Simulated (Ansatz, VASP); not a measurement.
## Two plane-wave programs on BaTiO3

Contents of INCAR:

```
ALGO = Normal
EDIFF = 1E-6
ENCUT = 520
GGA = PE
ISIF = 2
ISMEAR = 0
LASPH = True
LCHARG = False
LREAL = False
LWAVE = False
NBANDS = 28
NELM = 100
PREC = Accurate
SIGMA = 0.02
```

Contents of KPOINTS:

```
k-points
0
Gamma
  8 8 8
```

File POSCAR:

```
BaTiO3
1.0
    4.0590452987      0.0000000000      0.0000000000
    0.0000000000      4.0590452987      0.0000000000
    0.0000000000      0.0000000000      4.0590452987
Ba Ti O
1 1 3
Direct
    0.5000000000      0.5000000000      0.5000000000
    0.0000000000      0.0000000000      0.0000000000
    0.5000000000      0.0000000000      0.0000000000
    0.0000000000      0.5000000000      0.0000000000
    0.0000000000      0.0000000000      0.5000000000
```

Input for Ansatz:

```yaml
crystal:
  lattice:
    - [4.0590452987, 0.0, 0.0]
    - [0.0, 4.0590452987, 0.0]
    - [0.0, 0.0, 4.0590452987]
  atoms:
    - { symbol: Ba, position: [0.5, 0.5, 0.5] }
    - { symbol: Ti, position: [0.0, 0.0, 0.0] }
    - { symbol: O, position: [0.5, 0.0, 0.0] }
    - { symbol: O, position: [0.0, 0.5, 0.0] }
    - { symbol: O, position: [0.0, 0.0, 0.5] }
basis:
  ecutwfc: 420
kpoints:
  mp_grid: { grid: [8, 8, 8] }
hamiltonian:
  xc: pbe
scf:
  occupations: { method: gaussian, width: 0.02 }
output:
  forces: true
  stress: true
  eigenvalues: true
```

Alike in both runs: task single point; functional PBE; k mesh 8 × 8 × 8; occupations gaussian, width 0.02 eV; no spin polarisation.

```csv
,VASP,Ansatz
version,VASP 6.6.1,Ansatz 0.2.0
potentials or method,"VASP PAW PBE potentials, release 64 (Ba_sv, Ti_sv, O), cutoff 520 eV","scalar-relativistic, plane waves, PAW"
valence electrons in the cell,40,40
```

```csv
,VASP,Ansatz,Ansatz less VASP
gap on the k mesh at the Fermi level (eV),1.66,1.72,+0.060
least direct gap on the mesh (eV),1.84,1.87,+0.025
pressure (GPa),-3.0,-4.5,-1.54
```

Spin-orbit coupling is off throughout.
